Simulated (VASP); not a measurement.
# SrAgI3 (P4/mmm) in VASP: further runs

The runs below take SrAgI3 through single point, with PBE.

Program: VASP 6.6.1. These are calculated values, not measurements. Logs are shortened: lines on timing, memory, paths and dates and some standing lists are left out, and cuts for length are marked.

## 1. The cell of the first run

It takes space group P4/mmm (No. 123, tetragonal). The conventional cell has a = 5.523 Å, b = 5.523 Å, c = 6.702 Å, α = 90.00°, β = 90.00°, γ = 90.00°. Within 4.4 Å of Sr (site symmetry 4/mmm) lie 2 Ag at 3.35 Å and 12 I at 3.91 to 4.34 Å. Ag (site symmetry 4/mmm) has 4 I at 2.76 Å and 2 Sr at 3.35 Å within 3.6 Å. Within 5.1 Å of I (site symmetry 4/mmm) lie 4 Sr at 3.91 Å and 8 I at 4.34 Å. Within 3.6 Å of I (site symmetry mmm) lie 2 Ag at 2.76 Å.

## 2. Single point, PBE

INCAR reads:

```
PREC = Accurate
ENCUT = 520
EDIFF = 1E-6
ISMEAR = 0
SIGMA = 0.1
LREAL = F
LASPH = T
NELM = 100
ALGO = Normal
ISIF = 2
LWAVE = F
LCHARG = T
GGA = PE
LELF = T
LVHAR = T
NBANDS = 29
```

KPOINTS reads:

```
Automatic mesh
0
Gamma
  4 4 4
```

POSCAR reads:

```
SrAgI3
1.0
    5.5225692347      0.0000000000      0.0000000000
    0.0000000000      5.5225692347      0.0000000000
    0.0000000000      0.0000000000      6.7021086979
Sr Ag I
1 1 3
Direct
    0.0000000000      0.0000000000      0.5000000000
    0.0000000000      0.0000000000      0.0000000000
    0.5000000000      0.5000000000      0.5000000000
    0.5000000000      0.0000000000      0.0000000000
    0.0000000000      0.5000000000      0.0000000000
```

Potentials or basis: VASP PAW PBE potentials, release 64 (Sr_sv, Ag, I).

On the command line:

```console
$ cat potpaw_PBE.64/Sr_sv/POTCAR potpaw_PBE.64/Ag/POTCAR potpaw_PBE.64/I/POTCAR > POTCAR
$ mpirun -np 1 vasp_std > vasp.out
```

OUTCAR:

```text
PREC = Accurate
   ENCUT = 520
   EDIFF = 1E-6
   ISMEAR = 0
   LREAL = F
   LASPH = T
   NELM = 100
   ISIF = 2
   GGA = PE

 ion  position               nearest neighbor table
   1  0.000  0.000  0.500-   2 3.35   2 3.35   3 3.91   3 3.91   3 3.91   3 3.91   5 4.34   5 4.34
                             5 4.34   5 4.34   4 4.34   4 4.34   4 4.34   4 4.34
   2  0.000  0.000  0.000-   4 2.76   5 2.76   5 2.76   4 2.76   1 3.35   1 3.35
   3  0.500  0.500  0.500-   1 3.91   1 3.91   1 3.91   1 3.91
   4  0.500  0.000  0.000-   2 2.76   2 2.76   1 4.34   1 4.34   1 4.34   1 4.34
   5  0.000  0.500  0.000-   2 2.76   2 2.76   1 4.34   1 4.34   1 4.34   1 4.34

  LATTYP: Found a simple tetragonal cell.
 ALAT       =     5.5225692347
 C/A-ratio  =     1.2135852740

  Lattice vectors:

 A1 = (   5.5225692347,   0.0000000000,   0.0000000000)
 A2 = (   0.0000000000,   5.5225692347,   0.0000000000)
 A3 = (   0.0000000000,   0.0000000000,   6.7021086979)

Analysis of symmetry for initial positions (statically):
=====================================================================
 Subroutine PRICEL returns:
 Original cell was already a primitive cell.

 Routine SETGRP: Setting up the symmetry group for a
 simple tetragonal supercell.

 Subroutine GETGRP returns: Found 16 space group operations
 (whereof 16 operations were pure point group operations)
 out of a pool of 16 trial point group operations.

The static configuration has the point symmetry D_4h.

Analysis of symmetry for dynamics (positions and initial velocities):
=====================================================================
 Subroutine PRICEL returns:
 Original cell was already a primitive cell.

 Routine SETGRP: Setting up the symmetry group for a
 simple tetragonal supercell.

 Subroutine GETGRP returns: Found 16 space group operations
 (whereof 16 operations were pure point group operations)
 out of a pool of 16 trial point group operations.

The dynamic configuration has the point symmetry D_4h.

 Subroutine INISYM returns: Found 16 space group operations
 (whereof 16 operations are pure point group operations),
 and found     1 'primitive' translations

----------------------------------------------------------------------------------------

                                     Primitive cell

  volume of cell :     204.4061

  direct lattice vectors                    reciprocal lattice vectors
     5.522569235  0.000000000  0.000000000     0.181075140  0.000000000  0.000000000
     0.000000000  5.522569235  0.000000000     0.000000000  0.181075140  0.000000000
     0.000000000  0.000000000  6.702108698     0.000000000  0.000000000  0.149206771

  length of vectors
     5.522569235  5.522569235  6.702108698     0.181075140  0.181075140  0.149206771

  position of ions in fractional coordinates (direct lattice)
     0.000000000  0.000000000  0.500000000
     0.000000000  0.000000000  0.000000000
     0.500000000  0.500000000  0.500000000
     0.500000000  0.000000000  0.000000000
     0.000000000  0.500000000  0.000000000

  ion indices of the primitive-cell ions
   primitive index   ion index
                 1           1
                 2           2
                 3           3
                 4           4
                 5           5

----------------------------------------------------------------------------------------

 KPOINTS: Automatic mesh

Automatic generation of k-mesh.
 Grid dimensions read from file:
 generate k-points for:    4    4    4

 Generating k-lattice:

  Cartesian coordinates                     Fractional coordinates (reciprocal lattice)
     0.045268785  0.000000000  0.000000000     0.250000000  0.000000000  0.000000000
     0.000000000  0.045268785  0.000000000     0.000000000  0.250000000  0.000000000
     0.000000000  0.000000000  0.037301693     0.000000000  0.000000000  0.250000000

  Length of vectors
     0.045268785  0.045268785  0.037301693

  Shift w.r.t. Gamma in fractional coordinates (k-lattice)
     0.000000000  0.000000000  0.000000000

 Subroutine IBZKPT returns following result:
 ===========================================

 Found     18 irreducible k-points:

 Following reciprocal coordinates:
            Coordinates               Weight
  0.000000  0.000000  0.000000      1.000000
  0.250000  0.000000  0.000000      4.000000
  0.500000  0.000000  0.000000      2.000000
  0.250000  0.250000  0.000000      4.000000
  0.500000  0.250000  0.000000      4.000000
  0.500000  0.500000  0.000000      1.000000
[... 10 lines left out ...]
  0.500000  0.250000  0.500000      4.000000
  0.500000  0.500000  0.500000      1.000000
   k-points           NKPTS =     18   k-points in BZ     NKDIM =     18   number of bands    NBANDS=     29
   number of dos      NEDOS =    301   number of ions     NIONS =      5
   total plane-waves  NPLWV =  88200
   dimension x,y,z NGX =    42 NGY =   42 NGZ =   50
   dimension x,y,z NGXF=    84 NGYF=   84 NGZF=  100
   ions per type =               1   1   3
   NGX,Y,Z   is equivalent  to a cutoff of  12.64, 12.64, 12.40 a.u.
   NGXF,Y,Z  is equivalent  to a cutoff of  25.29, 25.29, 24.81 a.u.
 SYSTEM =  unknown system
   PREC   = accura    normal or accurate (medium, high low for compatibility)
   ISTART =      0    job   : 0-new  1-cont  2-samecut
   ICHARG =      2    charge: 1-file 2-atom 10-const
   ISPIN  =      1    spin polarized calculation?
   LNONCOLLINEAR =      F non collinear calculations
   LSORBIT =      F    spin-orbit coupling
   LASPH  =      T    aspherical Exc in radial PAW
   ENCUT  =  520.0 eV  38.22 Ry    6.18 a.u.  10.27 10.27 12.46*2*pi/ulx,y,z
   NELM   =    100;   NELMIN=  2; NELMDL= -5     # of ELM steps
   EDIFF  = 0.1E-05   stopping-criterion for ELM
   LREAL  =      F    real-space projection
   EDIFFG = 0.1E-04   stopping-criterion for IOM
   NSW    =      0    number of steps for IOM
   IBRION =     -1    ionic relax: 0-MD 1-quasi-New 2-CG
   NFREE  =      0    steps in history (QN), initial steepest desc. (CG)
   ISIF   =      2    stress and relaxation
   ISYM   =      2    0-nonsym 1-usesym 2-fastsym
   POTIM  = 0.5000    time-step for ionic-motion
   TEBEG  =    0.0;   TEEND  =   0.0 temperature during run
   PSTRESS=    0.0 pullay stress
   NELECT =      42.0000    total number of electrons
   NUPDOWN=      -1.0000    fix difference up-down
   EMIN   =  10.00;   EMAX   =-10.00  energy-range for DOS
   EFERMI =   0.00;   METHOD = LEGACY
   ISMEAR =     0;   SIGMA  =   0.10  broadening in eV -4-tet -1-fermi 0-gaus
   EFERMI_NEDOS =   21; number of points for ismear=-14 and -15
   IALGO  =     38    algorithm
   IMIX   =      4    mixing-type and parameters
     AMIX     =   0.40;   BMIX     =  1.00
     AMIX_MAG =   1.60;   BMIX_MAG =  1.00
  volume/ion in A,a.u.               =      40.88       275.88
  Fermi-wavevector in a.u.,A,eV,Ry     =   0.966036  1.825543 12.697305  0.933226
  Thomas-Fermi vector in A             =   2.095803
   LORBIT       =      0    0 simple, 1 ext, 2 COOP (PROOUT), +10 PAW based schemes
   GGA     = PE    functional components
   LHFCALC =     F    Hartree Fock is set to
   AEXX    =    0.0000 exact exchange contribution
   IVDW    =     0    specifies the selected vdW correction
   LEPSILON=     F    determine dielectric tensor
   LRPA    =     F    only Hartree local field effects (RPA)
 non-spin polarized calculation
 Gauss-broadening in eV      SIGMA  =   0.10
  energy-cutoff  :      520.00
  volume of cell :      204.41
 maximum number of plane-waves:      5529
 NGX is ok and might be reduce to    42
   NGX = 21   NGY = 21   NGZ = 25

 number of electron      42.0000001 magnetization

 Free energy of the ion-electron system (eV)
  ---------------------------------------------------
  ext. energy  EPLUGINS =         0.00000000
  ---------------------------------------------------
  free energy    TOTEN  =       -12.11093318 eV

  energy without entropy =      -12.10985687  energy(sigma->0) =      -12.11039503

 E-fermi :   3.0073     XC(G=0):  -8.0029

 val. band max:        2.9352894667   @ k =   0.5000   0.5000   0.5000
 cond. band min:       3.0785748184   @ k =   0.0000   0.0000   0.5000
 fundamental gap:      0.1432853517
 Fermi energy:         3.0073379734

 k-point     1 :       0.0000    0.0000    0.0000
  band No.  band energies     occupation
      1     -34.5293      2.00000
      2     -16.4496      2.00000
      3     -16.4095      2.00000
      4     -16.4095      2.00000
      5      -9.8377      2.00000
      6      -9.0902      2.00000
[... 21 lines left out ...]
     28       7.2201      0.00000
     29       7.6304      0.00000

 k-point     2 :       0.2500    0.0000    0.0000
  band No.  band energies     occupation
      1     -34.5292      2.00000
      2     -16.4495      2.00000
      3     -16.4122      2.00000
      4     -16.4092      2.00000
      5      -9.7049      2.00000
      6      -9.1593      2.00000
[... 21 lines left out ...]
     28       6.7903      0.00000
     29       7.8441      0.00000

 k-point     3 :       0.5000    0.0000    0.0000
  band No.  band energies     occupation
      1     -34.5292      2.00000
      2     -16.4493      2.00000
      3     -16.4149      2.00000
      4     -16.4089      2.00000
      5      -9.4677      2.00000
      6      -9.3362      2.00000
[... 21 lines left out ...]
     28       6.6218      0.00000
     29       6.8199      0.00000

 k-point     4 :       0.2500    0.2500    0.0000
  band No.  band energies     occupation
      1     -34.5292      2.00000
      2     -16.4493      2.00000
      3     -16.4119      2.00000
      4     -16.4115      2.00000
      5      -9.5865      2.00000
      6      -9.1872      2.00000
[... 405 lines left out ...]
     28       6.7550      0.00000
     29       7.4462      0.00000

 k-point    17 :       0.5000    0.2500    0.5000
  band No.  band energies     occupation
      1     -34.5291      2.00000
      2     -16.4533      2.00000
      3     -16.4141      2.00000
      4     -16.4112      2.00000
      5      -9.3737      2.00000
      6      -9.2887      2.00000
[... 21 lines left out ...]
     28       7.1863      0.00000
     29       8.1550      0.00000

 k-point    18 :       0.5000    0.5000    0.5000
  band No.  band energies     occupation
      1     -34.5291      2.00000
      2     -16.4530      2.00000
      3     -16.4134      2.00000
      4     -16.4134      2.00000
      5      -9.2793      2.00000
      6      -9.2793      2.00000
[... 21 lines left out ...]
     28       8.2943      0.00000
     29       8.6525      0.00000

------------------------ aborting loop because EDIFF is reached ----------------------------------------

  FORCE on cell =-STRESS in cart. coord.  units (eV):
  Direction    XX          YY          ZZ          XY          YZ          ZX
  --------------------------------------------------------------------------------------
  -------------------------------------------------------------------------------------
  Total        0.0415857      0.0415857     -0.0123579      0.0000000      0.0000000      0.0000000
  in kB        0.3259574      0.3259574     -0.0968640      0.0000000      0.0000000      0.0000000
  external PRESSURE =       0.1850169 kB  Pullay stress =       0.0000000 kB

 VOLUME and BASIS-vectors are now :
 -----------------------------------------------------------------------------
  energy-cutoff  :      520.00
  volume of cell :      204.41
      direct lattice vectors                 reciprocal lattice vectors
     5.522569235  0.000000000  0.000000000     0.181075140  0.000000000  0.000000000
     0.000000000  5.522569235  0.000000000     0.000000000  0.181075140  0.000000000
     0.000000000  0.000000000  6.702108698     0.000000000  0.000000000  0.149206771

 POSITION                                       TOTAL-FORCE (eV/Angst)
 -----------------------------------------------------------------------------------
      0.00000      0.00000      3.35105         0.000000      0.000000      0.000000
      0.00000      0.00000      0.00000         0.000000      0.000000      0.000000
      2.76128      2.76128      3.35105         0.000000      0.000000      0.000000
      2.76128      0.00000      0.00000         0.000000      0.000000      0.000000
      0.00000      2.76128      0.00000         0.000000      0.000000      0.000000
 -----------------------------------------------------------------------------------
    total drift:                               -0.000000      0.000000     -0.000000

  FREE ENERGIE OF THE ION-ELECTRON SYSTEM (eV)
  ---------------------------------------------------
  free  energy   TOTEN  =       -12.1109331802 eV

  energy  without entropy=      -12.1098568747  energy(sigma->0) =      -12.11039503
```

It took 46 s on 1 thread of Intel Xeon 6975P-C (Granite Rapids), shared host; peak memory 0.35 GiB.

Results:

```yaml
Free_energy: -12.1109 eV
Pressure: 0.0 GPa
Band_gap_on_the_k_mesh: zero (band 21 reaches 3.80 eV, above the bottom of band 22 at 2.36 eV)
```

Levels at points of the mesh, in eV from the Fermi level:
```csv
k point,band 19,band 20,band 21,band 22,band 23,band 24
"(0.00, 0.00, 0.00)",-0.95,-0.94,-0.94,-0.65,1.17,1.69
"(0.50, 0.00, 0.00)",-1.90,-1.17,-0.93,2.43,2.71,2.89
"(0.50, 0.50, 0.00)",-1.67,-0.23,0.79,1.73,2.10,2.84
"(0.00, 0.00, 0.50)",-1.68,-1.05,-1.05,0.07,1.71,1.86
"(0.50, 0.00, 0.50)",-1.62,-1.39,-1.00,1.10,2.54,3.01
"(0.50, 0.50, 0.50)",-0.93,-0.22,-0.07,0.82,2.12,2.12
```

Caveat: spin-orbit coupling is left out, which moves the levels of the heavy elements.

## 3. Single point, PBE

This run uses another cell than the first one, of 43.08 Å³/atom, 1.054 times its volume.

INCAR reads:

```
ALGO     = Normal         # electronic algorithm
EDIFF    = 1E-7           # SCF threshold, eV
ENCUT    = 520            # plane-wave cutoff, eV
GGA      = PE             # functional
ISIF     = 2              # what is computed and relaxed
ISMEAR   = 0              # smearing method
LASPH    = True           # aspherical terms in the spheres
LCHARG   = False          # write CHGCAR
LREAL    = False          # projectors in reciprocal space
LWAVE    = False          # write WAVECAR
NBANDS   = 29             # bands
NELM     = 80             # most SCF steps
PREC     = Accurate       # precision mode
SIGMA    = 0.1            # smearing width, eV
```

KPOINTS reads:

```
k-points
0
Gamma
  4 4 4
```

Changes to POSCAR since step 2:

```diff
@@ -2,5 +2,5 @@
 1.0
-    5.5225692347      0.0000000000      0.0000000000
-    0.0000000000      5.5225692347      0.0000000000
-    0.0000000000      0.0000000000      6.7021086979
+    5.4065827300      0.0000000000      0.0000000000
+    0.0000000000      5.4065827300      0.0000000000
+    0.0000000000      0.0000000000      7.3696452300
 Sr Ag I
```

Potentials or basis: VASP PAW PBE potentials, release 64 (Sr_sv, Ag, I).

On the command line:

```console
$ cat potpaw_PBE.64/Sr_sv/POTCAR potpaw_PBE.64/Ag/POTCAR potpaw_PBE.64/I/POTCAR > POTCAR
$ mpirun -np 1 vasp_std > vasp.out
```

Wall time 51 s (1 thread of Intel Xeon 6975P-C (Granite Rapids), shared host); peak memory 0.35 GiB.

Results (log left out):

```yaml
Free_energy: -11.9104 eV
Pressure: 0.6 GPa
Band_gap_on_the_k_mesh: zero (band 21 reaches 4.22 eV, above the bottom of band 22 at 2.53 eV)
```

Stress tensor (GPa, compression positive):
```
 1.97  0.00  0.00
 0.00  1.97  0.00
 0.00  0.00 -2.10
```

Levels at points of the mesh, in eV from the Fermi level:
```
           k point  band 17  band 18  band 19  band 20  band 21  band 22  band 23  band 24  band 25  band 26
(0.00, 0.00, 0.00)    -2.97    -1.88    -1.86    -1.08    -1.08    -0.59     0.61     0.90     1.81     2.03
(0.50, 0.00, 0.00)    -2.71    -2.69    -2.11    -1.51    -1.42     1.95     2.18     2.21     2.31     2.48
(0.50, 0.50, 0.00)    -2.47    -2.00    -2.00    -0.22     1.10     1.28     1.33     2.14     2.24     2.24
(0.00, 0.00, 0.50)    -3.02    -2.55    -1.98    -1.11    -1.11     0.19     0.72     1.24     1.64     1.81
(0.50, 0.00, 0.50)    -2.61    -2.35    -2.00    -1.74    -1.47     0.97     2.03     2.31     2.34     2.95
(0.50, 0.50, 0.50)    -1.84    -1.68    -1.68    -0.24    -0.22     1.12     1.53     1.53     1.80     2.08
```

Caveat: spin-orbit coupling is left out, which moves the levels of the heavy elements.
